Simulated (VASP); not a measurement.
# Rh (Cmcm) in VASP: notebook

Runs on Rh. Level: LDA. Tasks: single point.

Program: VASP 6.6.1. These are calculated values, not measurements. Logs are shortened: lines on timing, memory, paths and dates and some standing lists are left out, and cuts for length are marked.

**1. The cell of the first run**

The structure is orthorhombic, space group Cmcm (No. 63). Conventional cell: a = 2.414 Å, b = 4.855 Å, c = 8.985 Å, α = 90.00°, β = 90.00°, γ = 90.00°. Rh (site symmetry 2/m) has 12 Rh at 2.41 to 2.77 Å within 3.2 Å. Rh (site symmetry m2m) has 12 Rh at 2.41 to 2.77 Å within 3.2 Å.

**2. Single point, LDA**

INCAR

```
PREC = Accurate
ENCUT = 520
EDIFF = 1E-7
ISMEAR = 0
SIGMA = 0.15
LREAL = False
LASPH = True
NELM = 100
ALGO = Fast
ISIF = 2
LWAVE = False
LCHARG = False
NBANDS = 38
```

KPOINTS

```
regular mesh
0
Gamma
  18 18 6
```

POSCAR

```
Rh
1.0
    2.4137201543      0.0000000000      0.0000000000
   -1.2068600771      2.4277066301      0.0000000000
    0.0000000000      0.0000000000      8.9849559882
Rh
4
Direct
    0.0000000000      0.0000000000      0.0000000000
    0.3333333333      0.6666666667      0.2500000000
    0.0000000000      0.0000000000      0.5000000000
    0.6666666667      0.3333333333      0.7500000000
```

Potentials or basis: VASP PAW LDA potentials, release 64 (Rh_pv).

Started as:

```console
$ cat potpaw_LDA.64/Rh_pv/POTCAR > POTCAR
$ mpirun -np 1 vasp_std > vasp.out
```

OUTCAR:

```text
PREC = Accurate
   ENCUT = 520
   EDIFF = 1E-7
   ISMEAR = 0
   LREAL = False
   LASPH = True
   NELM = 100
   ISIF = 2

 ion  position               nearest neighbor table
   1  0.000  0.000  0.000-   2 2.68   4 2.68   4 2.68   2 2.68   4 2.77   2 2.77
   2  0.333  0.667  0.250-   1 2.68   3 2.68   1 2.68   3 2.68   1 2.77   3 2.77
   3  0.000  0.000  0.500-   2 2.68   4 2.68   4 2.68   2 2.68   4 2.77   2 2.77
   4  0.667  0.333  0.750-   1 2.68   3 2.68   1 2.68   3 2.68   1 2.77   3 2.77

  LATTYP: Found a base centered orthorhombic cell.
 ALAT       =     2.4137201543
 B/A-ratio  =     2.0115891445
 C/A-ratio  =     3.7224514085

  Lattice vectors:

 A1 = (   1.2068600771,  -2.4277066301,   0.0000000000)
 A2 = (   1.2068600772,   2.4277066301,   0.0000000000)
 A3 = (   0.0000000000,   0.0000000000,   8.9849559882)

Analysis of symmetry for initial positions (statically):
=====================================================================
 Subroutine PRICEL returns:
 Original cell was already a primitive cell.

 Routine SETGRP: Setting up the symmetry group for a
 base centered orthorhombic supercell.

 Subroutine GETGRP returns: Found  8 space group operations
 (whereof  4 operations were pure point group operations)
 out of a pool of  8 trial point group operations.

The static configuration has the point symmetry C_2h.
 The point group associated with its full space group is D_2h.

Analysis of symmetry for dynamics (positions and initial velocities):
=====================================================================
 Subroutine PRICEL returns:
 Original cell was already a primitive cell.

 Routine SETGRP: Setting up the symmetry group for a
 base centered orthorhombic supercell.

 Subroutine GETGRP returns: Found  8 space group operations
 (whereof  4 operations were pure point group operations)
 out of a pool of  8 trial point group operations.

The dynamic configuration has the point symmetry C_2h.
 The point group associated with its full space group is D_2h.

 Subroutine INISYM returns: Found  8 space group operations
 (whereof  4 operations are pure point group operations),
 and found     1 'primitive' translations

----------------------------------------------------------------------------------------

                                     Primitive cell

  volume of cell :      52.6501

  direct lattice vectors                    reciprocal lattice vectors
     2.413720154  0.000000000  0.000000000     0.414298235  0.205955692  0.000000000
    -1.206860077  2.427706630  0.000000000     0.000000000  0.411911385  0.000000000
     0.000000000  0.000000000  8.984955988     0.000000000  0.000000000  0.111297151

  length of vectors
     2.413720154  2.711138272  8.984955988     0.462667024  0.411911385  0.111297151

  position of ions in fractional coordinates (direct lattice)
     0.000000000  0.000000000  0.000000000
     0.333333333  0.666666667  0.250000000
     0.000000000  0.000000000  0.500000000
     0.666666667  0.333333333  0.750000000

  ion indices of the primitive-cell ions
   primitive index   ion index
                 1           1
                 2           2
                 3           3
                 4           4

----------------------------------------------------------------------------------------

 KPOINTS: regular mesh

Automatic generation of k-mesh.
 Grid dimensions read from file:
 generate k-points for:   18   18    6

 Generating k-lattice:

  Cartesian coordinates                     Fractional coordinates (reciprocal lattice)
     0.023016569  0.011441983  0.000000000     0.055555556  0.000000000  0.000000000
     0.000000000  0.022883966  0.000000000     0.000000000  0.055555556  0.000000000
     0.000000000  0.000000000  0.018549525     0.000000000  0.000000000  0.166666667

  Length of vectors
     0.025703724  0.022883966  0.018549525

  Shift w.r.t. Gamma in fractional coordinates (k-lattice)
     0.000000000  0.000000000  0.000000000

 Subroutine IBZKPT returns following result:
 ===========================================

 Found    364 irreducible k-points:

 Following reciprocal coordinates:
            Coordinates               Weight
  0.000000  0.000000  0.000000      1.000000
  0.055556 -0.000000  0.000000      4.000000
  0.111111 -0.000000  0.000000      4.000000
  0.166667 -0.000000  0.000000      4.000000
  0.222222  0.000000  0.000000      4.000000
  0.277778 -0.000000  0.000000      4.000000
[... 16 lines left out ...]
 -0.333333  0.055556  0.000000      4.000000
 -0.277778  0.055556  0.000000      4.000000
 [... further k-points ...]
   k-points           NKPTS =    364   k-points in BZ     NKDIM =    364   number of bands    NBANDS=     38
   number of dos      NEDOS =    301   number of ions     NIONS =      4
   total plane-waves  NPLWV =  25200
   dimension x,y,z NGX =    18 NGY =   20 NGZ =   70
   dimension x,y,z NGXF=    36 NGYF=   40 NGZF=  140
   ions per type =               4
   NGX,Y,Z   is equivalent  to a cutoff of  12.40, 12.26, 12.95 a.u.
   NGXF,Y,Z  is equivalent  to a cutoff of  24.80, 24.53, 25.90 a.u.
 SYSTEM =  unknown system
   PREC   = accura    normal or accurate (medium, high low for compatibility)
   ISTART =      0    job   : 0-new  1-cont  2-samecut
   ICHARG =      2    charge: 1-file 2-atom 10-const
   ISPIN  =      1    spin polarized calculation?
   LNONCOLLINEAR =      F non collinear calculations
   LSORBIT =      F    spin-orbit coupling
   LASPH  =      T    aspherical Exc in radial PAW
   ENCUT  =  520.0 eV  38.22 Ry    6.18 a.u.   4.49  5.04 16.71*2*pi/ulx,y,z
   NELM   =    100;   NELMIN=  2; NELMDL= -5     # of ELM steps
   EDIFF  = 0.1E-06   stopping-criterion for ELM
   LREAL  =      F    real-space projection
   EDIFFG = 0.1E-05   stopping-criterion for IOM
   NSW    =      0    number of steps for IOM
   IBRION =     -1    ionic relax: 0-MD 1-quasi-New 2-CG
   NFREE  =      0    steps in history (QN), initial steepest desc. (CG)
   ISIF   =      2    stress and relaxation
   ISYM   =      2    0-nonsym 1-usesym 2-fastsym
   POTIM  = 0.5000    time-step for ionic-motion
   TEBEG  =    0.0;   TEEND  =   0.0 temperature during run
   PSTRESS=    0.0 pullay stress
   NELECT =      60.0000    total number of electrons
   NUPDOWN=      -1.0000    fix difference up-down
   EMIN   =  10.00;   EMAX   =-10.00  energy-range for DOS
   EFERMI =   0.00;   METHOD = LEGACY
   ISMEAR =     0;   SIGMA  =   0.15  broadening in eV -4-tet -1-fermi 0-gaus
   EFERMI_NEDOS =   21; number of points for ismear=-14 and -15
   IALGO  =     68    algorithm
   IMIX   =      4    mixing-type and parameters
     AMIX     =   0.40;   BMIX     =  1.00
     AMIX_MAG =   1.60;   BMIX_MAG =  1.00
  volume/ion in A,a.u.               =      13.16        88.83
  Fermi-wavevector in a.u.,A,eV,Ry     =   1.709985  3.231403 39.784084  2.924048
  Thomas-Fermi vector in A             =   2.788367
   LORBIT       =      0    0 simple, 1 ext, 2 COOP (PROOUT), +10 PAW based schemes
   GGA     = CA    functional components
   LHFCALC =     F    Hartree Fock is set to
   AEXX    =    0.0000 exact exchange contribution
   IVDW    =     0    specifies the selected vdW correction
   LEPSILON=     F    determine dielectric tensor
   LRPA    =     F    only Hartree local field effects (RPA)
 non-spin polarized calculation
 RMM-DIIS sequential band-by-band and
 Gauss-broadening in eV      SIGMA  =   0.15
  energy-cutoff  :      520.00
  volume of cell :       52.65
 maximum number of plane-waves:      1452
 NGX is ok and might be reduce to    18
   NGX =  9   NGY = 11   NGZ = 33

 number of electron      60.0000025 magnetization

 Free energy of the ion-electron system (eV)
  ---------------------------------------------------
  ext. energy  EPLUGINS =         0.00000000
  ---------------------------------------------------
  free energy    TOTEN  =       -33.68191970 eV

  energy without entropy =      -33.61987716  energy(sigma->0) =      -33.65089843

 E-fermi :  12.5431     XC(G=0): -14.6096

 val. band max:       12.5430565928   @ k =   0.2778   0.1111   0.0000
 cond. band min:      12.5431637757   @ k =   0.2222   0.1111   0.3333
 fundamental gap:      0.0001071830
 Fermi energy:        12.5430700792

 k-point     1 :       0.0000    0.0000    0.0000
  band No.  band energies     occupation
      1     -34.4487      2.00000
      2     -34.0885      2.00000
      3     -34.0724      2.00000
      4     -33.7736      2.00000
      5     -33.7476      2.00000
      6     -33.7277      2.00000
[... 30 lines left out ...]
     37      20.6862      0.00000
     38      26.5444      0.00000

 k-point     2 :       0.0556   -0.0000    0.0000
  band No.  band energies     occupation
      1     -34.4386      2.00000
      2     -34.0867      2.00000
      3     -34.0708      2.00000
      4     -33.7796      2.00000
      5     -33.7522      2.00000
      6     -33.7322      2.00000
[... 30 lines left out ...]
     37      20.6754      0.00000
     38      26.6988      0.00000

 k-point     3 :       0.1111   -0.0000    0.0000
  band No.  band energies     occupation
      1     -34.4091      2.00000
      2     -34.0851      2.00000
      3     -34.0695      2.00000
      4     -33.8047      2.00000
      5     -33.7898      2.00000
      6     -33.7543      2.00000
[... 30 lines left out ...]
     37      20.6473      0.00000
     38      27.0982      0.00000

 k-point     4 :       0.1667   -0.0000    0.0000
  band No.  band energies     occupation
      1     -34.3623      2.00000
      2     -34.1032      2.00000
      3     -34.0898      2.00000
      4     -33.9458      2.00000
      5     -33.8881      2.00000
      6     -33.8610      2.00000
[... 30 lines left out ...]
     37      20.6186      0.00000
     38      27.6603      0.00000
[... 703 lines left out ...]
      4     -34.6143      2.00000
      5     -34.1016      2.00000
      6     -33.9119      2.00000
[... 30 lines left out ...]
     37      21.6824      0.00000
     38      24.3151      0.00000

 k-point    23 :      -0.3333    0.0556    0.0000
  band No.  band energies     occupation
      1     -34.5310      2.00000
      2     -34.5228      2.00000
      3     -34.4806      2.00000
      4     -34.4596      2.00000
      5     -34.1756      2.00000
      6     -33.9238      2.00000
[... 30 lines left out ...]
     37      20.8903      0.00000
     38      26.1134      0.00000

 k-point    24 :      -0.2778    0.0556    0.0000
  band No.  band energies     occupation
      1     -34.3511      2.00000
      2     -34.3470      2.00000
      3     -34.3038      2.00000
      4     -34.2684      2.00000
      5     -34.2488      2.00000
      6     -33.9365      2.00000
[... 30 lines left out ...]
     37      20.7106      0.00000
     38      28.0123      0.00000

 [... further k-points ...]
[... 5 lines left out ...]
  --------------------------------------------------------------------------------------
  -------------------------------------------------------------------------------------
  Total       18.6643147     -4.4005989     -3.2349898     -0.0000000      0.0000000      0.0000000
  in kB      567.9675908   -133.9131722    -98.4429049     -0.0000000      0.0000000      0.0000000
  external PRESSURE =     111.8705046 kB  Pullay stress =       0.0000000 kB

 VOLUME and BASIS-vectors are now :
 -----------------------------------------------------------------------------
  energy-cutoff  :      520.00
  volume of cell :       52.65
      direct lattice vectors                 reciprocal lattice vectors
     2.413720154  0.000000000  0.000000000     0.414298235  0.205955692  0.000000000
    -1.206860077  2.427706630  0.000000000     0.000000000  0.411911385  0.000000000
     0.000000000  0.000000000  8.984955988     0.000000000  0.000000000  0.111297151

 POSITION                                       TOTAL-FORCE (eV/Angst)
 -----------------------------------------------------------------------------------
      0.00000      0.00000      0.00000         0.000000      0.000000      0.000000
     -0.00000      1.61847      2.24624        -0.000000     -0.267572      0.000000
      0.00000      0.00000      4.49248         0.000000      0.000000      0.000000
      1.20686      0.80924      6.73872         0.000000      0.267572     -0.000000
 -----------------------------------------------------------------------------------
    total drift:                                0.000000     -0.000000      0.000000

  FREE ENERGIE OF THE ION-ELECTRON SYSTEM (eV)
  ---------------------------------------------------
  free  energy   TOTEN  =       -33.6819196957 eV

  energy  without entropy=      -33.6198771641  energy(sigma->0) =      -33.65089843
```

Wall time 22 min (1 thread of AMD EPYC 9755, shared host); peak memory 0.5 GiB.

Results:

- Free energy: -33.6819 eV
- Pressure: 11.2 GPa
- Largest force: 0.268 eV/Å
- Band gap on the k mesh: zero (band 30 reaches 13.46 eV, above the bottom of band 31 at 11.23 eV)

Forces in eV/Å, atoms in the order of the input:
```
Rh   0.000  0.000  0.000
Rh   0.000 -0.268  0.000
Rh   0.000  0.000  0.000
Rh   0.000  0.268  0.000
```

Stress tensor (GPa, compression positive):
```
 56.80   0.00   0.00
  0.00 -13.39   0.00
  0.00   0.00  -9.84
```

Caveat: the cell differs from its parent crystal (strain +e along x and -e along y -0.0733, strain +e along z and -e/2 along x and y +0.0367).

**3. Single point, LDA**

INCAR

```
PREC = Accurate
ENCUT = 520
EDIFF = 1E-6
ISMEAR = 0
SIGMA = 0.15
LREAL = F
LASPH = T
NELM = 80
ALGO = Fast
ISIF = 2
LWAVE = F
LCHARG = T
GGA = CA
LELF = T
LVHAR = T
NBANDS = 38
```

KPOINTS

```
Automatic mesh
0
Gamma
  18 18 6
```

POSCAR

```
Rh
1.0
    2.8035398786      0.0000000000      0.0000000000
   -1.4017699393      2.2590248007      0.0000000000
    0.0000000000      0.0000000000      8.3488068906
Rh
4
Direct
    0.0000000000      0.0000000000      0.0000000000
    0.3333333333      0.6666666667      0.2500000000
    0.0000000000      0.0000000000      0.5000000000
    0.6666666667      0.3333333333      0.7500000000
```

Potentials or basis: VASP PAW LDA potentials, release 64 (Rh_pv).

Started as:

```console
$ cat potpaw_LDA.64/Rh_pv/POTCAR > POTCAR
$ mpirun -np 1 vasp_std > vasp.out
```

It took 10 min on 1 thread of Oxide Virtual Turin-like, shared host; peak memory 0.51 GiB.

Results (log left out):

* Free energy: -34.4360 eV
* Pressure: 3.9 GPa
* Largest force: 0.252 eV/Å
* Band gap on the k mesh: zero (band 30 reaches 13.38 eV, above the bottom of band 31 at 11.14 eV)

Forces on the atoms (eV/Å):
```
Rh   0.000  0.000  0.000
Rh   0.000  0.252  0.000
Rh   0.000  0.000  0.000
Rh   0.000 -0.252  0.000
```

Stress tensor (GPa, compression positive):
```
-11.54   0.00   0.00
  0.00   7.19   0.00
  0.00   0.00  15.98
```

Levels at points of the mesh, in eV from the Fermi level:
```
           k point  band 26  band 27  band 28  band 29  band 30  band 31  band 32  band 33  band 34  band 35
(0.00, 0.00, 0.00)    -2.33    -2.28    -1.93    -1.48    -1.26    -1.05    -0.48    -0.14     0.46     0.69
(0.50, 0.00, 0.00)     0.19     0.22     0.33     0.52     0.84     0.87     1.04     1.05     2.00     4.17
(0.00, 0.50, 0.00)     0.49     0.57     0.65     0.73     0.89     0.97     0.99     1.52     2.72     4.80
(0.00, 0.00, 0.50)    -2.72    -1.50    -1.50    -1.04    -1.04    -0.82    -0.82    -0.02    -0.02     0.22
(0.50, 0.00, 0.50)    -1.14    -0.06    -0.06     0.27     0.27     0.62     0.62     2.74     2.74     4.11
(0.00, 0.50, 0.50)    -0.92    -0.27    -0.27     0.54     0.54     0.86     0.86     3.23     3.23     4.78
```

Caveat: the cell differs from its parent crystal (strain +e along x and -e along y +0.0367, strain +e along z and -e/2 along x and y -0.0367).

**4. Single point, LDA**

INCAR

```
PREC     = Accurate       # precision mode
ENCUT    = 520            # plane-wave cutoff, eV
EDIFF    = 1E-6           # SCF threshold, eV
ISMEAR   = 0              # smearing method
SIGMA    = 0.15           # smearing width, eV
LREAL    = False          # projectors in reciprocal space
LASPH    = True           # aspherical terms in the spheres
NELM     = 60             # most SCF steps
ALGO     = Fast           # electronic algorithm
ISIF     = 2              # what is computed and relaxed
LWAVE    = False          # write WAVECAR
LCHARG   = False          # write CHGCAR
NBANDS   = 38             # bands
```

KPOINTS is that of step 3.

POSCAR

```
Rh
1.0
    2.7547791974      0.0000000000      0.0000000000
   -1.3773895987      2.2167968120      0.0000000000
    0.0000000000      0.0000000000      8.6668814394
Rh
4
Direct
    0.0000000000      0.0000000000      0.0000000000
    0.3333333333      0.6666666667      0.2500000000
    0.0000000000      0.0000000000      0.5000000000
    0.6666666667      0.3333333333      0.7500000000
```

Started as:

```console
$ cat potpaw_LDA.64/Rh_pv/POTCAR > POTCAR
$ mpirun -np 1 vasp_std > vasp.out
```

Wall time 12 min (1 thread of Oxide Virtual Turin-like, shared host); peak memory 0.5 GiB.

The run converged. Its results:

* Free energy: -34.5297 eV
* Pressure: 2.5 GPa
* Largest force: 0.185 eV/Å
* Band gap on the k mesh: zero (band 30 reaches 13.40 eV, above the bottom of band 31 at 11.11 eV)

Forces in eV/Å, atoms in the order of the input:
```
Rh   0.000  0.000  0.000
Rh   0.000  0.185  0.000
Rh   0.000  0.000  0.000
Rh   0.000 -0.185  0.000
```

Stress tensor (GPa, compression positive):
```
-8.66  0.00  0.00
 0.00 15.35  0.00
 0.00  0.00  0.83
```

Levels at points of the mesh, in eV from the Fermi level:
```
           k point  band 26  band 27  band 28  band 29  band 30  band 31  band 32  band 33  band 34  band 35
(0.00, 0.00, 0.00)    -2.29    -2.23    -1.71    -1.31    -1.02    -0.79    -0.51    -0.18     0.36     0.59
(0.50, 0.00, 0.00)     0.35     0.43     0.55     0.64     0.78     0.95     0.99     1.11     2.02     4.30
(0.00, 0.50, 0.00)     0.56     0.65     0.79     0.91     0.94     1.00     1.09     1.69     2.80     4.95
(0.00, 0.00, 0.50)    -2.55    -1.38    -1.38    -1.25    -1.25    -0.97    -0.97    -0.03    -0.03     0.22
(0.50, 0.00, 0.50)    -1.15    -0.02    -0.02     0.51     0.51     0.74     0.74     2.84     2.84     4.19
(0.00, 0.50, 0.50)    -0.93    -0.32    -0.32     0.83     0.83     1.05     1.05     3.34     3.34     4.88
```

Caveat: the cell differs from its parent crystal (strain +e along x and -e along y +0.0367, strain +e along z and -e/2 along x and y +0.0000).

**5. The runs side by side**

```tsv
cell	further INCAR settings	gap on the mesh (eV)	pressure (GPa)	largest force (eV/Å)
a = 2.414, b = 2.711, c = 8.985 Å, angles 90.0, 90.0, 116.4°, 4 atoms	ALGO = Fast; EDIFF = 1e-07; NBANDS = 38	none	11.2	0.27
a = 2.804, b = 2.659, c = 8.349 Å, angles 90.0, 90.0, 121.8°, 4 atoms	ALGO = Fast; EDIFF = 1e-06; NBANDS = 38	none	3.9	0.25
a = 2.755, b = 2.610, c = 8.667 Å, angles 90.0, 90.0, 121.9°, 4 atoms	ALGO = Fast; EDIFF = 1e-06; NBANDS = 38	none	2.5	0.18
```

Alike in all rows: task single point; level LDA; potentials or basis VASP PAW LDA potentials, release 64 (Rh_pv); no spin polarisation; k mesh 18 × 18 × 6; cutoff (eV) 520; smearing gaussian 0.15 eV.

Total energies depend on the potentials used, so only differences within one code and one set of settings carry meaning.
